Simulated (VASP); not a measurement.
# Cs2SnI6 (Fm-3m) in VASP: a series of runs

The runs below take Cs2SnI6 through single point, with PBE, r2SCAN.

Program: VASP 6.6.1. These are calculated values, not measurements. Logs are shortened: lines on timing, memory, paths and dates and some standing lists are left out, and cuts for length are marked.

## (1) The cell of the first run

It takes space group Fm-3m (No. 225, cubic). Conventional cell: a = 12.278 Å, b = 12.278 Å, c = 12.278 Å, α = 90.00°, β = 90.00°, γ = 90.00°. Cs (site symmetry -43m) has 12 I at 4.34 Å and 4 Sn at 5.32 Å within 5.7 Å. Within 3.9 Å of Sn (site symmetry m-3m) lie 6 I at 2.97 Å. Within 3.9 Å of I (site symmetry 4mm) lie 1 Sn at 2.97 Å.

## (2) Single point, PBE (51.42 Å³/atom)

The input, INCAR:

```
SYSTEM = Cs2SnI6
PREC = Accurate
ENCUT = 500
EDIFF = 1E-6
ISMEAR = 0
SIGMA = 0.01
LREAL = .False.
LASPH = .True.
NELM = 120
ALGO = Normal
ISIF = 2
LWAVE = .False.
LCHARG = .False.
GGA = PE
NBANDS = 47
GGA_COMPAT = .False.
```

The input, KPOINTS:

```
Automatic mesh
0
Gamma
  4 4 4
  0 0 0
```

The input, POSCAR:

```
Cs2SnI6
1.0
    0.0000000000      6.1391771531      6.1391771531
    6.1391771531      0.0000000000      6.1391771531
    6.1391771531      6.1391771531      0.0000000000
Cs Sn I
2 1 6
Direct
    0.2500000000      0.2500000000      0.2500000000
    0.7500000000      0.7500000000      0.7500000000
    0.0000000000      0.0000000000      0.0000000000
    0.2416514971      0.7583485029      0.7583485029
    0.2416514971      0.7583485029      0.2416514971
    0.7583485029      0.2416514971      0.7583485029
    0.7583485029      0.2416514971      0.2416514971
    0.7583485029      0.7583485029      0.2416514971
    0.2416514971      0.2416514971      0.7583485029
```

Potentials or basis: VASP PAW PBE potentials, release 64 (Cs_sv, Sn_d, I).

Command:

```
cat potpaw_PBE.64/Cs_sv/POTCAR potpaw_PBE.64/Sn_d/POTCAR potpaw_PBE.64/I/POTCAR > POTCAR
mpirun -np 1 vasp_std > vasp.out
```

OUTCAR:

```text
SYSTEM = Cs2SnI6
   PREC = Accurate
   ENCUT = 500
   EDIFF = 1E-6
   ISMEAR = 0
   LREAL = .False.
   LASPH = .True.
   NELM = 120
   ISIF = 2
   GGA = PE

 ion  position               nearest neighbor table
   1  0.250  0.250  0.250-
   2  0.750  0.750  0.750-
   3  0.000  0.000  0.000-   4 2.97   5 2.97   6 2.97   7 2.97   8 2.97   9 2.97
   4  0.242  0.758  0.758-   3 2.97
   5  0.242  0.758  0.242-   3 2.97
   6  0.758  0.242  0.758-   3 2.97
   7  0.758  0.242  0.242-   3 2.97
   8  0.758  0.758  0.242-   3 2.97
   9  0.242  0.242  0.758-   3 2.97

  LATTYP: Found a face centered cubic cell.
 ALAT       =    12.2783543062

  Lattice vectors:

 A1 = (   0.0000000000,   6.1391771531,   6.1391771531)
 A2 = (   6.1391771531,   0.0000000000,   6.1391771531)
 A3 = (   6.1391771531,   6.1391771531,   0.0000000000)

Analysis of symmetry for initial positions (statically):
=====================================================================
 Subroutine PRICEL returns:
 Original cell was already a primitive cell.

 Routine SETGRP: Setting up the symmetry group for a
 face centered cubic supercell.

 Subroutine GETGRP returns: Found 48 space group operations
 (whereof 48 operations were pure point group operations)
 out of a pool of 48 trial point group operations.

The static configuration has the point symmetry O_h .

Analysis of symmetry for dynamics (positions and initial velocities):
=====================================================================
 Subroutine PRICEL returns:
 Original cell was already a primitive cell.

 Routine SETGRP: Setting up the symmetry group for a
 face centered cubic supercell.

 Subroutine GETGRP returns: Found 48 space group operations
 (whereof 48 operations were pure point group operations)
 out of a pool of 48 trial point group operations.

The dynamic configuration has the point symmetry O_h .

 Subroutine INISYM returns: Found 48 space group operations
 (whereof 48 operations are pure point group operations),
 and found     1 'primitive' translations

----------------------------------------------------------------------------------------

                                     Primitive cell

  volume of cell :     462.7650

  direct lattice vectors                    reciprocal lattice vectors
     0.000000000  6.139177153  6.139177153    -0.081444139  0.081444139  0.081444139
     6.139177153  0.000000000  6.139177153     0.081444139 -0.081444139  0.081444139
     6.139177153  6.139177153  0.000000000     0.081444139  0.081444139 -0.081444139

  length of vectors
     8.682107592  8.682107592  8.682107592     0.141065387  0.141065387  0.141065387

  position of ions in fractional coordinates (direct lattice)
     0.250000000  0.250000000  0.250000000
     0.750000000  0.750000000  0.750000000
     0.000000000  0.000000000  0.000000000
     0.241651497  0.758348503  0.758348503
     0.241651497  0.758348503  0.241651497
     0.758348503  0.241651497  0.758348503
     0.758348503  0.241651497  0.241651497
     0.758348503  0.758348503  0.241651497
     0.241651497  0.241651497  0.758348503

  ion indices of the primitive-cell ions
   primitive index   ion index
                 1           1
                 2           2
                 3           3
                 4           4
                 5           5
                 6           6
                 7           7
                 8           8
                 9           9

----------------------------------------------------------------------------------------

 KPOINTS: Automatic mesh

Automatic generation of k-mesh.
 Grid dimensions read from file:
 generate k-points for:    4    4    4

 Generating k-lattice:

  Cartesian coordinates                     Fractional coordinates (reciprocal lattice)
    -0.020361035  0.020361035  0.020361035     0.250000000  0.000000000  0.000000000
     0.020361035 -0.020361035  0.020361035     0.000000000  0.250000000  0.000000000
     0.020361035  0.020361035 -0.020361035     0.000000000  0.000000000  0.250000000

  Length of vectors
     0.035266347  0.035266347  0.035266347

  Shift w.r.t. Gamma in fractional coordinates (k-lattice)
     0.000000000  0.000000000  0.000000000

 Subroutine IBZKPT returns following result:
 ===========================================

 Found      8 irreducible k-points:

 Following reciprocal coordinates:
            Coordinates               Weight
  0.000000  0.000000  0.000000      1.000000
  0.250000  0.000000  0.000000      8.000000
  0.500000  0.000000  0.000000      4.000000
  0.250000  0.250000  0.000000      6.000000
  0.500000  0.250000  0.000000     24.000000
 -0.250000  0.250000  0.000000     12.000000
  0.500000  0.500000  0.000000      3.000000
 -0.250000  0.500000  0.250000      6.000000
   k-points           NKPTS =      8   k-points in BZ     NKDIM =      8   number of bands    NBANDS=     47
   number of dos      NEDOS =    301   number of ions     NIONS =      9
[... 61 lines left out ...]

  energy without entropy =      -22.91421491  energy(sigma->0) =      -22.91421491

 E-fermi :   0.7142     XC(G=0):  -7.2495

 val. band max:        0.6716545409   @ k =   0.0000   0.0000   0.0000
 cond. band min:       0.8613727462   @ k =   0.0000   0.0000   0.0000
 fundamental gap:      0.1897182052
 Fermi energy:         0.7142164329

 k-point     1 :       0.0000    0.0000    0.0000
  band No.  band energies     occupation
      1     -20.6560      2.00000
      2     -20.6560      2.00000
      3     -20.6255      2.00000
      4     -20.6255      2.00000
      5     -20.6255      2.00000
      6     -19.8699      2.00000
[... 39 lines left out ...]
     46       6.0534      0.00000
     47       6.0534      0.00000

 k-point     2 :       0.2500    0.0000    0.0000
  band No.  band energies     occupation
      1     -20.6560      2.00000
      2     -20.6560      2.00000
      3     -20.6255      2.00000
      4     -20.6255      2.00000
      5     -20.6255      2.00000
      6     -19.8697      2.00000
[... 39 lines left out ...]
     46       6.3582      0.00000
     47       6.4154      0.00000

 k-point     3 :       0.5000    0.0000    0.0000
  band No.  band energies     occupation
      1     -20.6560      2.00000
      2     -20.6560      2.00000
      3     -20.6255      2.00000
      4     -20.6255      2.00000
      5     -20.6255      2.00000
      6     -19.8692      2.00000
[... 39 lines left out ...]
     46       6.4339      0.00000
     47       6.4339      0.00000

 k-point     4 :       0.2500    0.2500    0.0000
  band No.  band energies     occupation
      1     -20.6560      2.00000
      2     -20.6560      2.00000
      3     -20.6255      2.00000
      4     -20.6255      2.00000
      5     -20.6255      2.00000
      6     -19.8696      2.00000
[... 39 lines left out ...]
     46       6.2619      0.00000
     47       6.5777      0.00000

 k-point     5 :       0.5000    0.2500    0.0000
  band No.  band energies     occupation
      1     -20.6560      2.00000
      2     -20.6560      2.00000
      3     -20.6255      2.00000
      4     -20.6255      2.00000
      5     -20.6255      2.00000
      6     -19.8693      2.00000
[... 39 lines left out ...]
     46       6.6080      0.00000
     47       6.8498      0.00000

 k-point     6 :      -0.2500    0.2500    0.0000
  band No.  band energies     occupation
      1     -20.6560      2.00000
      2     -20.6560      2.00000
      3     -20.6255      2.00000
      4     -20.6255      2.00000
      5     -20.6255      2.00000
      6     -19.8694      2.00000
[... 39 lines left out ...]
     46       6.5674      0.00000
     47       6.7388      0.00000

 k-point     7 :       0.5000    0.5000    0.0000
  band No.  band energies     occupation
      1     -20.6560      2.00000
      2     -20.6560      2.00000
      3     -20.6255      2.00000
      4     -20.6255      2.00000
      5     -20.6255      2.00000
      6     -19.8694      2.00000
[... 39 lines left out ...]
     46       6.6918      0.00000
     47       6.8534      0.00000

 k-point     8 :      -0.2500    0.5000    0.2500
  band No.  band energies     occupation
      1     -20.6560      2.00000
      2     -20.6560      2.00000
      3     -20.6255      2.00000
      4     -20.6255      2.00000
      5     -20.6255      2.00000
      6     -19.8691      2.00000
[... 39 lines left out ...]
     46       6.7559      0.00000
     47       6.7649      0.00000

------------------------ aborting loop because EDIFF is reached ----------------------------------------

  FORCE on cell =-STRESS in cart. coord.  units (eV):
  Direction    XX          YY          ZZ          XY          YZ          ZX
  --------------------------------------------------------------------------------------
  -------------------------------------------------------------------------------------
  Total       -2.3304773     -2.3304773     -2.3304773      0.0000000     -0.0000000      0.0000000
  in kB       -8.0685403     -8.0685403     -8.0685403      0.0000000     -0.0000000      0.0000000
  external PRESSURE =      -8.0685403 kB  Pullay stress =       0.0000000 kB

 VOLUME and BASIS-vectors are now :
 -----------------------------------------------------------------------------
  energy-cutoff  :      500.00
  volume of cell :      462.76
      direct lattice vectors                 reciprocal lattice vectors
     0.000000000  6.139177153  6.139177153    -0.081444139  0.081444139  0.081444139
     6.139177153  0.000000000  6.139177153     0.081444139 -0.081444139  0.081444139
     6.139177153  6.139177153  0.000000000     0.081444139  0.081444139 -0.081444139

 POSITION                                       TOTAL-FORCE (eV/Angst)
 -----------------------------------------------------------------------------------
      3.06959      3.06959      3.06959        -0.000000      0.000000      0.000000
      9.20877      9.20877      9.20877        -0.000000     -0.000000      0.000000
      0.00000      0.00000      0.00000        -0.000000     -0.000000      0.000000
      9.31127      6.13918      6.13918         0.261431      0.000000      0.000000
      6.13918      2.96708      6.13918        -0.000000     -0.261431      0.000000
      6.13918      9.31127      6.13918        -0.000000      0.261431      0.000000
      2.96708      6.13918      6.13918        -0.261431      0.000000      0.000000
      6.13918      6.13918      9.31127        -0.000000      0.000000      0.261431
      6.13918      6.13918      2.96708        -0.000000      0.000000     -0.261431
 -----------------------------------------------------------------------------------
    total drift:                                0.000000      0.000000      0.000000

  FREE ENERGIE OF THE ION-ELECTRON SYSTEM (eV)
  ---------------------------------------------------
  free  energy   TOTEN  =       -22.9142149092 eV

  energy  without entropy=      -22.9142149092  energy(sigma->0) =      -22.91421491
```

It took 6.1 min on 1 thread of Oxide Virtual Turin-like, shared host; peak memory 0.61 GiB.

What came out:

| Quantity | Value |
| --- | --- |
| Free energy | -22.9142 eV |
| Pressure | -0.8 GPa |
| Largest force | 0.261 eV/Å |
| Band gap on the k mesh | 0.19 eV |

Forces in eV/Å, atoms in the order of the input:
```
Cs   0.000  0.000  0.000
Cs   0.000  0.000  0.000
Sn   0.000  0.000  0.000
I    0.261  0.000  0.000
I    0.000 -0.261  0.000
I    0.000  0.261  0.000
I   -0.261  0.000  0.000
I    0.000  0.000  0.261
I    0.000  0.000 -0.261
```

Levels at points of the mesh, in eV from the valence-band top:
```tsv
k point	band 34	band 35	band 36	band 37	band 38	band 39	band 40	band 41
(0.00, 0.00, 0.00)	-0.41	0.00	0.00	0.00	0.19	3.93	3.93	3.93
(0.50, 0.00, 0.00)	-0.38	-0.25	-0.23	-0.23	0.89	3.51	4.71	4.71
(0.50, 0.50, 0.00)	-0.58	-0.55	-0.55	-0.02	1.11	4.32	4.32	4.52
```

Caveat: semilocal functionals underestimate gaps, and a narrow one can read as zero; spin-orbit coupling is left out, which moves the levels of the heavy elements. A k mesh can miss the band edges.

## (3) Single point, r2SCAN (43.35 Å³/atom)

This run uses another cell than the first one, of 43.35 Å³/atom.

The input, POSCAR:

```
Cs2SnI6
1.0
    0.0000000000      5.7995301319      5.7995301319
    5.7995301319      0.0000000000      5.7995301319
    5.7995301319      5.7995301319      0.0000000000
Cs Sn I
2 1 6
Direct
    0.2500000000      0.2500000000      0.2500000000
    0.7500000000      0.7500000000      0.7500000000
    0.0000000000      0.0000000000      0.0000000000
    0.2436476537      0.7563523463      0.7563523463
    0.2436476537      0.7563523463      0.2436476537
    0.7563523463      0.2436476537      0.7563523463
    0.7563523463      0.2436476537      0.2436476537
    0.7563523463      0.7563523463      0.2436476537
    0.2436476537      0.2436476537      0.7563523463
```

The input, INCAR.step1:

```
ALGO     = Normal         # electronic algorithm
EDIFF    = 1E-5           # SCF threshold, eV
ENCUT    = 550            # plane-wave cutoff, eV
GGA      = PE             # functional
GGA_COMPAT= False        
ISMEAR   = 0              # smearing method
LASPH    = True           # aspherical terms in the spheres
LCHARG   = False          # write CHGCAR
LREAL    = False          # projectors in reciprocal space
LWAVE    = True           # write WAVECAR
NBANDS   = 47             # bands
NELM     = 120            # most SCF steps
PREC     = Accurate       # precision mode
SIGMA    = 0.01           # smearing width, eV
```

The input, INCAR.step2:

```
ALGO     = Normal         # electronic algorithm
EDIFF    = 1E-6           # SCF threshold, eV
ENCUT    = 550            # plane-wave cutoff, eV
GGA_COMPAT= False        
ISIF     = 2              # what is computed and relaxed
ISMEAR   = 0              # smearing method
ISTART   = 1            
LASPH    = True           # aspherical terms in the spheres
LCHARG   = False          # write CHGCAR
LMIXTAU  = True         
LREAL    = False          # projectors in reciprocal space
LWAVE    = False          # write WAVECAR
METAGGA  = R2SCAN         # meta-GGA
NBANDS   = 47             # bands
NELM     = 120            # most SCF steps
PREC     = Accurate       # precision mode
SIGMA    = 0.01           # smearing width, eV
```

The input, KPOINTS:

```
k-points
0
Gamma
  4 4 4
```

Potentials or basis: VASP PAW PBE potentials, release 64 (Cs_sv, Sn_d, I).

Command:

```
cat potpaw_PBE.64/Cs_sv/POTCAR potpaw_PBE.64/Sn_d/POTCAR potpaw_PBE.64/I/POTCAR > POTCAR
cp INCAR.step1 INCAR
mpirun -np 1 vasp_std > vasp.out
cp INCAR.step2 INCAR
mpirun -np 1 vasp_std > vasp.out
```

Run time: 30 min. Hardware: 1 thread of Oxide Virtual Turin-like, shared host; peak memory 0.67 GiB.

It converged, with:

```
Free energy            : -231.6782 eV
Pressure               : 1.5 GPa
Largest force          : 0.385 eV/Å
Band gap on the k mesh : 0.55 eV
```

Forces in eV/Å, atoms in the order of the input:
```
Cs   0.000  0.000  0.000
Cs   0.000  0.000  0.000
Sn   0.000  0.000  0.000
I   -0.385  0.000  0.000
I    0.000  0.385  0.000
I    0.000 -0.385  0.000
I    0.385  0.000  0.000
I    0.000  0.000 -0.385
I    0.000  0.000  0.385
```

Levels at points of the mesh, in eV from the valence-band top:
| k point | band 33 | band 34 | band 35 | band 36 | band 37 | band 38 | band 39 | band 40 | band 41 | band 42 |
| --- | --- | --- | --- | --- | --- | --- | --- | --- | --- | --- |
| (0.00, 0.00, 0.00) | -0.50 | -0.50 | 0.00 | 0.00 | 0.00 | 0.55 | 4.62 | 4.62 | 4.62 | 4.82 |
| (0.50, 0.00, 0.00) | -0.50 | -0.50 | -0.38 | -0.29 | -0.29 | 1.52 | 4.00 | 5.74 | 5.74 | 5.85 |
| (0.50, 0.50, 0.00) | -0.99 | -0.75 | -0.75 | -0.66 | -0.03 | 1.87 | 5.11 | 5.11 | 5.24 | 6.32 |

Caveat: semilocal functionals underestimate gaps, and a narrow one can read as zero; the PAW data sets were made with another functional, which shifts forces and pressure a little; spin-orbit coupling is left out, which moves the levels of the heavy elements.

## (4) Single point, r2SCAN (44.73 Å³/atom)

This run uses another cell than the first one, of 44.73 Å³/atom.

Changes to POSCAR since step 3:

```diff
@@ -2,5 +2,5 @@
 1.0
-    0.0000000000      5.7995301319      5.7995301319
-    5.7995301319      0.0000000000      5.7995301319
-    5.7995301319      5.7995301319      0.0000000000
+    0.0000000000      5.8605823040      5.8605823040
+    5.8605823040      0.0000000000      5.8605823040
+    5.8605823040      5.8605823040      0.0000000000
 Cs Sn I
```

The input, INCAR.step1:

```
SYSTEM = Cs2SnI6
ALGO = Normal
EDIFF = 1E-5
ENCUT = 550
GGA = PE
GGA_COMPAT = .False.
ISMEAR = 0
LASPH = .True.
LCHARG = .False.
LREAL = .False.
LWAVE = .True.
NBANDS = 47
NELM = 120
PREC = Accurate
SIGMA = 0.01
```

The input, INCAR.step2:

```
SYSTEM = Cs2SnI6
ALGO = Normal
EDIFF = 1E-6
ENCUT = 550
GGA_COMPAT = .False.
ISIF = 2
ISMEAR = 0
ISTART = 1
LASPH = .True.
LCHARG = .False.
LMIXTAU = .True.
LREAL = .False.
LWAVE = .False.
METAGGA = R2SCAN
NBANDS = 47
NELM = 120
PREC = Accurate
SIGMA = 0.01
```

The input, KPOINTS:

```
k-points
0
Gamma
  4 4 4
  0 0 0
```

Command:

```
cat potpaw_PBE.64/Cs_sv/POTCAR potpaw_PBE.64/Sn_d/POTCAR potpaw_PBE.64/I/POTCAR > POTCAR
cp INCAR.step1 INCAR
mpirun -np 1 vasp_std > vasp.out
cp INCAR.step2 INCAR
mpirun -np 1 vasp_std > vasp.out
```

Run time: 36 min. Hardware: 1 thread of Oxide Virtual Turin-like, shared host; peak memory 0.67 GiB.

The run converged. Its results:

```
Free energy            : -231.7614 eV
Pressure               : 0.7 GPa
Largest force          : 0.180 eV/Å
Band gap on the k mesh : 0.50 eV
```

Forces in eV/Å, atoms in the order of the input:
```
Cs   0.000  0.000  0.000
Cs   0.000  0.000  0.000
Sn   0.000  0.000  0.000
I   -0.180  0.000  0.000
I    0.000  0.180  0.000
I    0.000 -0.180  0.000
I    0.180  0.000  0.000
I    0.000  0.000 -0.180
I    0.000  0.000  0.180
```

Levels at points of the mesh, in eV from the valence-band top:
```csv
k point,band 34,band 35,band 36,band 37,band 38,band 39,band 40,band 41
"(0.00, 0.00, 0.00)",-0.49,0.00,0.00,0.00,0.50,4.57,4.57,4.57
"(0.50, 0.00, 0.00)",-0.48,-0.36,-0.28,-0.28,1.43,3.98,5.61,5.61
"(0.50, 0.50, 0.00)",-0.71,-0.71,-0.65,-0.03,1.75,5.04,5.04,5.19
```

Caveat: semilocal functionals underestimate gaps, and a narrow one can read as zero; the PAW data sets were made with another functional, which shifts forces and pressure a little; spin-orbit coupling is left out, which moves the levels of the heavy elements.

## (5) Overview

| level | cell | cutoff (eV) | gap on the mesh (eV) | pressure (GPa) | largest force (eV/Å) |
| --- | --- | --- | --- | --- | --- |
| PBE | a = 8.682 Å, angles 60.0°, 9 atoms, atomic positions A | 500 | 0.19 | -0.8 | 0.26 |
| r2SCAN | a = 8.202 Å, angles 60.0°, 9 atoms, atomic positions B | 550 | 0.55 | 1.5 | 0.38 |
| r2SCAN | a = 8.288 Å, angles 60.0°, 9 atoms, atomic positions B | 550 | 0.50 | 0.7 | 0.18 |

Alike in all rows: task single point; potentials or basis VASP PAW PBE potentials, release 64 (Cs_sv, Sn_d, I); no spin polarisation; k mesh 4 × 4 × 4; smearing gaussian 0.01 eV.

Caveats: semilocal functionals underestimate gaps, and a narrow one can read as zero; spin-orbit coupling is left out, which moves the levels of the heavy elements; the PAW data sets were made with another functional, which shifts forces and pressure a little (at least some runs).

Absolute energies hang on the potentials; compare differences alone.
